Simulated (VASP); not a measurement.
# FeGe (CsCl type) (Pm-3m) in VASP: further runs

FeGe (CsCl type) is run at these levels: PBEsol; tasks: single point.

Program: VASP 6.6.1. These are calculated values, not measurements. Logs are shortened: lines on timing, memory, paths and dates and some standing lists are left out, and cuts for length are marked.

## Step 1: The cell of the first run

It takes space group Pm-3m (No. 221, cubic). Conventional cell: a = 2.789 Å, b = 2.789 Å, c = 2.789 Å, α = 90.00°, β = 90.00°, γ = 90.00°. Within 3.2 Å of Fe (site symmetry m-3m) lie 8 Ge at 2.42 Å and 6 Fe at 2.79 Å. Ge (site symmetry m-3m) has 8 Fe at 2.42 Å and 6 Ge at 2.79 Å within 3.2 Å.

## Step 2: Single point, PBEsol, collinear spin, ferromagnetic start

The input, INCAR:

```
ALGO     = Normal         # electronic algorithm
EDIFF    = 1E-6           # SCF threshold, eV
ENCUT    = 520            # plane-wave cutoff, eV
GGA      = PS             # functional
ISIF     = 2              # what is computed and relaxed
ISMEAR   = -1             # smearing method
ISPIN    = 2              # spin polarisation
LASPH    = True           # aspherical terms in the spheres
LCHARG   = False          # write CHGCAR
LMAXMIX  = 4              # l up to which the mixer works
LORBIT   = 11             # projections on sites
LREAL    = False          # projectors in reciprocal space
LWAVE    = False          # write WAVECAR
MAGMOM   = 2.5 0          # initial moments
NBANDS   = 22             # bands
NELM     = 150            # most SCF steps
PREC     = Accurate       # precision mode
SIGMA    = 0.08           # smearing width, eV
```

The input, KPOINTS:

```
k-points
0
Gamma
  14 14 14
```

The input, POSCAR:

```
FeGe
1.0
    2.7891685908      0.0000000000      0.0000000000
    0.0000000000      2.7891685908      0.0000000000
    0.0000000000      0.0000000000      2.7891685908
Fe Ge
1 1
Direct
    0.0000000000      0.0000000000      0.0000000000
    0.5000000000      0.5000000000      0.5000000000
```

Potentials or basis: VASP PAW PBE potentials, release 64 (Fe, Ge_d).

On the command line:

```console
> cat potpaw_PBE.64/Fe/POTCAR potpaw_PBE.64/Ge_d/POTCAR > POTCAR
> mpirun -np 1 vasp_std > vasp.out
```

OUTCAR:

```text
EDIFF = 1E-6
   ENCUT = 520
   GGA = PS
   ISIF = 2
   ISMEAR = -1
   ISPIN = 2
   LASPH = True
   LORBIT = 11
   LREAL = False
   NELM = 150
   PREC = Accurate

 ion  position               nearest neighbor table
   1  0.000  0.000  0.000-   2 2.42   2 2.42   2 2.42   2 2.42   2 2.42   2 2.42   2 2.42   2 2.42

   2  0.500  0.500  0.500-   1 2.42   1 2.42   1 2.42   1 2.42   1 2.42   1 2.42   1 2.42   1 2.42

  LATTYP: Found a simple cubic cell.
 ALAT       =     2.7891685908

  Lattice vectors:

 A1 = (   2.7891685908,   0.0000000000,   0.0000000000)
 A2 = (   0.0000000000,   2.7891685908,   0.0000000000)
 A3 = (   0.0000000000,   0.0000000000,   2.7891685908)

Analysis of symmetry for initial positions (statically):
=====================================================================
 Subroutine PRICEL returns:
 Original cell was already a primitive cell.

 Routine SETGRP: Setting up the symmetry group for a
 simple cubic supercell.

 Subroutine GETGRP returns: Found 48 space group operations
 (whereof 48 operations were pure point group operations)
 out of a pool of 48 trial point group operations.

The static configuration has the point symmetry O_h .

Analysis of symmetry for dynamics (positions and initial velocities):
=====================================================================
 Subroutine PRICEL returns:
 Original cell was already a primitive cell.

 Routine SETGRP: Setting up the symmetry group for a
 simple cubic supercell.

 Subroutine GETGRP returns: Found 48 space group operations
 (whereof 48 operations were pure point group operations)
 out of a pool of 48 trial point group operations.

The dynamic configuration has the point symmetry O_h .

Analysis of structural, dynamic, and magnetic symmetry:
=====================================================================
 Subroutine PRICEL returns:
 Original cell was already a primitive cell.

 Routine SETGRP: Setting up the symmetry group for a
 simple cubic supercell.

 Subroutine GETGRP returns: Found 48 space group operations
 (whereof 48 operations were pure point group operations)
 out of a pool of 48 trial point group operations.

The overall configuration has the point symmetry O_h .

 Subroutine INISYM returns: Found 48 space group operations
 (whereof 48 operations are pure point group operations),
 and found     1 'primitive' translations

----------------------------------------------------------------------------------------

                                     Primitive cell

  volume of cell :      21.6982

  direct lattice vectors                    reciprocal lattice vectors
     2.789168591  0.000000000  0.000000000     0.358529780  0.000000000  0.000000000
     0.000000000  2.789168591  0.000000000     0.000000000  0.358529780  0.000000000
     0.000000000  0.000000000  2.789168591     0.000000000  0.000000000  0.358529780

  length of vectors
     2.789168591  2.789168591  2.789168591     0.358529780  0.358529780  0.358529780

  position of ions in fractional coordinates (direct lattice)
     0.000000000  0.000000000  0.000000000
     0.500000000  0.500000000  0.500000000

  ion indices of the primitive-cell ions
   primitive index   ion index
                 1           1
                 2           2

----------------------------------------------------------------------------------------

 KPOINTS: k-points

Automatic generation of k-mesh.
 Grid dimensions read from file:
 generate k-points for:   14   14   14

 Generating k-lattice:

  Cartesian coordinates                     Fractional coordinates (reciprocal lattice)
     0.025609270  0.000000000  0.000000000     0.071428571  0.000000000  0.000000000
     0.000000000  0.025609270  0.000000000     0.000000000  0.071428571  0.000000000
     0.000000000  0.000000000  0.025609270     0.000000000  0.000000000  0.071428571

  Length of vectors
     0.025609270  0.025609270  0.025609270

  Shift w.r.t. Gamma in fractional coordinates (k-lattice)
     0.000000000  0.000000000  0.000000000

 Subroutine IBZKPT returns following result:
 ===========================================

 Found    120 irreducible k-points:

 Following reciprocal coordinates:
            Coordinates               Weight
  0.000000  0.000000  0.000000      1.000000
  0.071429  0.000000  0.000000      6.000000
  0.142857  0.000000  0.000000      6.000000
  0.214286  0.000000  0.000000      6.000000
  0.285714  0.000000  0.000000      6.000000
  0.357143  0.000000  0.000000      6.000000
[... 16 lines left out ...]
  0.285714  0.214286  0.000000     24.000000
  0.357143  0.214286  0.000000     24.000000
 [... further k-points ...]
   k-points           NKPTS =    120   k-points in BZ     NKDIM =    120   number of bands    NBANDS=     22
   number of dos      NEDOS =    301   number of ions     NIONS =      2
   total plane-waves  NPLWV =  13824
   dimension x,y,z NGX =    24 NGY =   24 NGZ =   24
   dimension x,y,z NGXF=    48 NGYF=   48 NGZF=   48
   ions per type =               1   1
   NGX,Y,Z   is equivalent  to a cutoff of  14.30, 14.30, 14.30 a.u.
   NGXF,Y,Z  is equivalent  to a cutoff of  28.61, 28.61, 28.61 a.u.
 SYSTEM =  unknown system
   PREC   = accura    normal or accurate (medium, high low for compatibility)
   ISTART =      0    job   : 0-new  1-cont  2-samecut
   ICHARG =      2    charge: 1-file 2-atom 10-const
   ISPIN  =      2    spin polarized calculation?
   LNONCOLLINEAR =      F non collinear calculations
   LSORBIT =      F    spin-orbit coupling
   LASPH  =      T    aspherical Exc in radial PAW
   ENCUT  =  520.0 eV  38.22 Ry    6.18 a.u.   5.19  5.19  5.19*2*pi/ulx,y,z
   NELM   =    150;   NELMIN=  2; NELMDL= -5     # of ELM steps
   EDIFF  = 0.1E-05   stopping-criterion for ELM
   LREAL  =      F    real-space projection
   EDIFFG = 0.1E-04   stopping-criterion for IOM
   NSW    =      0    number of steps for IOM
   IBRION =     -1    ionic relax: 0-MD 1-quasi-New 2-CG
   NFREE  =      0    steps in history (QN), initial steepest desc. (CG)
   ISIF   =      2    stress and relaxation
   ISYM   =      2    0-nonsym 1-usesym 2-fastsym
   POTIM  = 0.5000    time-step for ionic-motion
   TEBEG  =    0.0;   TEEND  =   0.0 temperature during run
   PSTRESS=    0.0 pullay stress
   NELECT =      22.0000    total number of electrons
   NUPDOWN=      -1.0000    fix difference up-down
   EMIN   =  10.00;   EMAX   =-10.00  energy-range for DOS
   EFERMI =   0.00;   METHOD = LEGACY
   ISMEAR =    -1;   SIGMA  =   0.08  broadening in eV -4-tet -1-fermi 0-gaus
   EFERMI_NEDOS =   21; number of points for ismear=-14 and -15
   IALGO  =     38    algorithm
   IMIX   =      4    mixing-type and parameters
     AMIX     =   0.40;   BMIX     =  1.00
     AMIX_MAG =   1.60;   BMIX_MAG =  1.00
  volume/ion in A,a.u.               =      10.85        73.21
  Fermi-wavevector in a.u.,A,eV,Ry     =   1.644653  3.107944 36.802176  2.704884
  Thomas-Fermi vector in A             =   2.734583
   LORBIT       =     11    0 simple, 1 ext, 2 COOP (PROOUT), +10 PAW based schemes
   GGA     = PS    functional components
   LHFCALC =     F    Hartree Fock is set to
   AEXX    =    0.0000 exact exchange contribution
   IVDW    =     0    specifies the selected vdW correction
   LEPSILON=     F    determine dielectric tensor
   LRPA    =     F    only Hartree local field effects (RPA)
 spin polarized calculation
  energy-cutoff  :      520.00
  volume of cell :       21.70
 maximum number of plane-waves:       624
 NGX is ok and might be reduce to    24
   NGX = 11   NGY = 11   NGZ = 11

 number of electron      22.0000011 magnetization       0.0014437

 number of electron      22.0000011 magnetization      -0.0000567

 Free energy of the ion-electron system (eV)
  ---------------------------------------------------
  ext. energy  EPLUGINS =         0.00000000
  ---------------------------------------------------
  free energy    TOTEN  =       -14.01395048 eV

  energy without entropy =      -14.00233512  energy(sigma->0) =      -14.00814280

 E-fermi :  10.3178     XC(G=0): -14.0510

 val. band max:       10.2807173857   @ k =   0.5000   0.3571   0.2857
 cond. band min:      10.3210742635   @ k =   0.5000   0.4286   0.4286
 fundamental gap:      0.0403568777
 Fermi energy:        10.3177534493

 spin component 1

 k-point     1 :       0.0000    0.0000    0.0000
  band No.  band energies     occupation
      1     -14.7731      1.00000
      2     -14.7731      1.00000
      3     -14.5845      1.00000
      4     -14.5845      1.00000
      5     -14.5845      1.00000
      6      -4.6592      1.00000
[... 14 lines left out ...]
     21      35.8021      0.00000
     22      35.8021      0.00000

 k-point     2 :       0.0714    0.0000    0.0000
  band No.  band energies     occupation
      1     -14.7722      1.00000
      2     -14.7645      1.00000
      3     -14.5871      1.00000
      4     -14.5871      1.00000
      5     -14.5840      1.00000
      6      -4.5582      1.00000
[... 14 lines left out ...]
     21      34.5716      0.00000
     22      34.5776      0.00000

 k-point     3 :       0.1429    0.0000    0.0000
  band No.  band energies     occupation
      1     -14.7695      1.00000
      2     -14.7402      1.00000
      3     -14.5943      1.00000
      4     -14.5943      1.00000
      5     -14.5827      1.00000
      6      -4.2568      1.00000
[... 14 lines left out ...]
     21      32.6548      0.00000
     22      34.4903      0.00000
[... 476 lines left out ...]
 k-point    23 :       0.2857    0.2143    0.0000
  band No.  band energies     occupation
      1     -14.7224      1.00000
      2     -14.6479      1.00000
      3     -14.6309      1.00000
      4     -14.6175      1.00000
      5     -14.6018      1.00000
      6      -2.2633      1.00000
[... 14 lines left out ...]
     21      30.3079      0.00000
     22      33.0502      0.00000

 k-point    24 :       0.3571    0.2143    0.0000
  band No.  band energies     occupation
      1     -14.7171      1.00000
      2     -14.6620      1.00000
      3     -14.6285      1.00000
      4     -14.6018      1.00000
      5     -14.5978      1.00000
      6      -1.4883      1.00000
[... 14 lines left out ...]
     21      32.0550      0.00000
     22      34.0740      0.00000

 [... further k-points ...]

 spin component 2

 k-point     1 :       0.0000    0.0000    0.0000
  band No.  band energies     occupation
      1     -14.7731      1.00000
      2     -14.7731      1.00000
      3     -14.5845      1.00000
      4     -14.5845      1.00000
      5     -14.5845      1.00000
      6      -4.6592      1.00000
[... 14 lines left out ...]
     21      35.8022      0.00000
     22      35.8022      0.00000

 k-point     2 :       0.0714    0.0000    0.0000
  band No.  band energies     occupation
      1     -14.7722      1.00000
      2     -14.7645      1.00000
      3     -14.5871      1.00000
      4     -14.5871      1.00000
      5     -14.5840      1.00000
      6      -4.5582      1.00000
[... 14 lines left out ...]
     21      34.5553      0.00000
     22      34.5776      0.00000

 k-point     3 :       0.1429    0.0000    0.0000
  band No.  band energies     occupation
      1     -14.7695      1.00000
      2     -14.7402      1.00000
      3     -14.5943      1.00000
      4     -14.5943      1.00000
      5     -14.5827      1.00000
      6      -4.2568      1.00000
[... 14 lines left out ...]
     21      32.6548      0.00000
     22      34.4903      0.00000
[... 476 lines left out ...]
 k-point    23 :       0.2857    0.2143    0.0000
  band No.  band energies     occupation
      1     -14.7224      1.00000
      2     -14.6479      1.00000
      3     -14.6309      1.00000
      4     -14.6174      1.00000
      5     -14.6018      1.00000
      6      -2.2633      1.00000
[... 14 lines left out ...]
     21      30.3079      0.00000
     22      33.0502      0.00000

 k-point    24 :       0.3571    0.2143    0.0000
  band No.  band energies     occupation
      1     -14.7171      1.00000
      2     -14.6620      1.00000
      3     -14.6285      1.00000
      4     -14.6018      1.00000
      5     -14.5978      1.00000
      6      -1.4883      1.00000
[... 14 lines left out ...]
     21      32.0550      0.00000
     22      34.0740      0.00000

 [... further k-points ...]

------------------------ aborting loop because EDIFF is reached ----------------------------------------

  FORCE on cell =-STRESS in cart. coord.  units (eV):
  Direction    XX          YY          ZZ          XY          YZ          ZX
  --------------------------------------------------------------------------------------
  -------------------------------------------------------------------------------------
  Total        2.3950321      2.3950321      2.3950321      0.0000000      0.0000000     -0.0000000
  in kB      176.8469723    176.8469723    176.8469723      0.0000000      0.0000000     -0.0000000
  external PRESSURE =     176.8469723 kB  Pullay stress =       0.0000000 kB

 VOLUME and BASIS-vectors are now :
 -----------------------------------------------------------------------------
  energy-cutoff  :      520.00
  volume of cell :       21.70
      direct lattice vectors                 reciprocal lattice vectors
     2.789168591  0.000000000  0.000000000     0.358529780  0.000000000  0.000000000
     0.000000000  2.789168591  0.000000000     0.000000000  0.358529780  0.000000000
     0.000000000  0.000000000  2.789168591     0.000000000  0.000000000  0.358529780

 POSITION                                       TOTAL-FORCE (eV/Angst)
 -----------------------------------------------------------------------------------
      0.00000      0.00000      0.00000         0.000000      0.000000      0.000000
      1.39458      1.39458      1.39458         0.000000      0.000000      0.000000
 -----------------------------------------------------------------------------------
    total drift:                                0.000000      0.000000     -0.000000

  FREE ENERGIE OF THE ION-ELECTRON SYSTEM (eV)
  ---------------------------------------------------
  free  energy   TOTEN  =       -14.0139504780 eV

  energy  without entropy=      -14.0023351198  energy(sigma->0) =      -14.00814280

 total charge

# of ion       s       p       d       tot
------------------------------------------
    1        0.425   0.590   6.694   7.709
    2        1.101   1.346  10.203  12.650
--------------------------------------------------
tot          1.526   1.936  16.897  20.359

 magnetization (x)

# of ion       s       p       d       tot
------------------------------------------
    1        0.000   0.000   0.000   0.000
    2        0.000   0.000   0.000   0.000
--------------------------------------------------
tot          0.000   0.000   0.000   0.000
```

Run time: 40 s. Hardware: 1 thread of Intel Xeon 6975P-C (Granite Rapids), shared host; peak memory 0.22 GiB.

What came out:

```
Free energy                                           : -14.0140 eV
Pressure                                              : 17.7 GPa
Band gap on the k mesh                                : zero (filled and empty bands overlap)
Net moment                                            : 0.00 μB per cell
Valence electrons inside the program's atomic spheres : Fe 7.71; Ge 12.65
```

Levels at points of the mesh, in eV from the Fermi level:
Spin up:
```tsv
k point	band 7	band 8	band 9	band 10	band 11	band 12	band 13	band 14	band 15	band 16
(0.00, 0.00, 0.00)	-3.29	-3.29	-0.57	-0.57	-0.57	3.27	3.27	3.27	10.33	10.33
(0.50, 0.00, 0.00)	-8.79	-2.76	-2.24	-2.24	-0.51	0.44	8.99	8.99	9.63	12.13
(0.50, 0.50, 0.00)	-5.20	-5.20	-3.23	-1.38	-1.38	0.15	1.97	3.44	8.72	14.63
(0.50, 0.50, 0.50)	-5.91	-5.91	-3.21	0.20	0.20	2.91	2.91	2.91	4.48	4.48
```
Spin down:
```
           k point  band 7  band 8  band 9  band 10  band 11  band 12  band 13  band 14  band 15  band 16
(0.00, 0.00, 0.00)   -3.29   -3.29   -0.57    -0.57    -0.57     3.27     3.27     3.27    10.33    10.33
(0.50, 0.00, 0.00)   -8.79   -2.76   -2.24    -2.24    -0.51     0.44     8.99     8.99     9.63    12.13
(0.50, 0.50, 0.00)   -5.20   -5.20   -3.23    -1.38    -1.38     0.15     1.97     3.44     8.72    14.63
(0.50, 0.50, 0.50)   -5.91   -5.91   -3.21     0.20     0.20     2.91     2.91     2.91     4.48     4.48
```

Caveat: the cell stands under pressure; the PAW data sets were made with another functional, which shifts forces and pressure a little.

## Step 3: Single point, PBEsol, collinear spin, ferromagnetic start

The input, INCAR:

```
SYSTEM = FeGe
ALGO = Normal ; EDIFF = 1E-6
ENCUT = 520 ; GGA = PS
ISIF = 2 ; ISMEAR = -1
ISPIN = 2 ; LASPH = .True.
LCHARG = .False. ; LMAXMIX = 4
LORBIT = 11 ; LREAL = .False.
LWAVE = .False. ; MAGMOM = 2.5 0
NBANDS = 22 ; NELM = 150
PREC = Accurate ; SIGMA = 0.08
```

The input, KPOINTS:

```
k-points
0
Gamma
  14 14 14
  0 0 0
```

POSCAR is that of step 2.

Potentials or basis: VASP PAW PBE potentials, release 64 (Fe, Ge_d).

On the command line:

```console
> cat potpaw_PBE.64/Fe/POTCAR potpaw_PBE.64/Ge_d/POTCAR > POTCAR
> mpirun -np 1 vasp_std > vasp.out
```

Wall time 40 s (1 thread of Intel Xeon 6975P-C (Granite Rapids), shared host); peak memory 0.21 GiB.

Results (log left out):

- Free energy: -14.0140 eV
- Pressure: 17.7 GPa
- Band gap on the k mesh: zero (filled and empty bands overlap)
- Net moment: 0.00 μB per cell
- Valence electrons inside the program's atomic spheres: Fe 7.71; Ge 12.65

Levels at points of the mesh, in eV from the Fermi level:
Spin up:
```tsv
k point	band 7	band 8	band 9	band 10	band 11	band 12	band 13	band 14	band 15	band 16
(0.00, 0.00, 0.00)	-3.29	-3.29	-0.57	-0.57	-0.57	3.27	3.27	3.27	10.33	10.33
(0.50, 0.00, 0.00)	-8.79	-2.76	-2.24	-2.24	-0.51	0.44	8.99	8.99	9.63	12.13
(0.50, 0.50, 0.00)	-5.20	-5.20	-3.23	-1.38	-1.38	0.15	1.97	3.44	8.72	14.63
(0.50, 0.50, 0.50)	-5.91	-5.91	-3.21	0.20	0.20	2.91	2.91	2.91	4.48	4.48
```
Spin down:
```csv
k point,band 9,band 10,band 11,band 12,band 13,band 14
"(0.00, 0.00, 0.00)",-0.57,-0.57,-0.57,3.27,3.27,3.27
"(0.50, 0.00, 0.00)",-2.24,-2.24,-0.51,0.44,8.99,8.99
"(0.50, 0.50, 0.00)",-3.23,-1.38,-1.38,0.15,1.97,3.44
"(0.50, 0.50, 0.50)",-3.21,0.20,0.20,2.91,2.91,2.91
```

Caveat: the cell stands under pressure; the PAW data sets were made with another functional, which shifts forces and pressure a little.
